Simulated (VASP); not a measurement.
CuSb: single point with r2SCAN

Crystal: CuSb.

```xyz
2
Lattice="-0.0269 2.6913 2.6913 2.6644 0.0000 2.6644 2.6913 2.6913 -0.0269" Properties=species:S:1:pos:R:3 pbc="T T T"
Cu    2.6644    2.6913    2.6644
Sb    0.0000    0.0000    0.0000
```

* Program: VASP 6.6.1
* Task: single point
* Functional: r2SCAN
* Potentials or basis: VASP PAW PBE potentials, release 64 (Cu, Sb)
* Cutoff: 520 eV
* k mesh: 12 × 12 × 12
* Occupations: gaussian, width 0.05 eV
* Spin: no spin polarisation

| Item | Value |
| --- | --- |
| Pressure | 0.0 GPa |
| Band gap on the k mesh | zero (bands 8 and 9 overlap by 5.20 eV) |

Stress tensor (GPa, compression positive):
```
 0.07  0.00  0.33
 0.00 -0.01  0.00
 0.33  0.00  0.07
```

Levels at points of the mesh, in eV from the Fermi level:
| k point | band 4 | band 5 | band 6 | band 7 | band 8 | band 9 | band 10 | band 11 | band 12 | band 13 |
| --- | --- | --- | --- | --- | --- | --- | --- | --- | --- | --- |
| (0.00, 0.00, 0.00) | -3.41 | -3.39 | -3.39 | 1.59 | 1.75 | 1.92 | 6.29 | 8.59 | 8.77 | 8.92 |
| (0.50, 0.00, 0.00) | -4.02 | -3.20 | -3.18 | -2.95 | 2.69 | 2.73 | 5.23 | 5.43 | 5.44 | 8.11 |
| (0.00, 0.50, 0.00) | -4.06 | -3.19 | -3.17 | -2.91 | 2.58 | 2.62 | 5.13 | 5.13 | 5.33 | 7.93 |
| (0.50, 0.50, 0.00) | -3.26 | -3.09 | -3.09 | -2.53 | -1.59 | -1.59 | 0.68 | 5.04 | 14.16 | 14.22 |
| (0.50, 0.00, 0.50) | -3.26 | -3.10 | -3.09 | -2.54 | -1.77 | -1.41 | 0.67 | 5.05 | 14.22 | 14.23 |

It took 15 min on 1 thread of Intel Xeon 8259CL (shared host), peak memory 0.31 GiB.

Caveat: the PAW data sets were made with another functional, which shifts forces and pressure a little; spin-orbit coupling is left out, which moves the levels of the heavy elements.
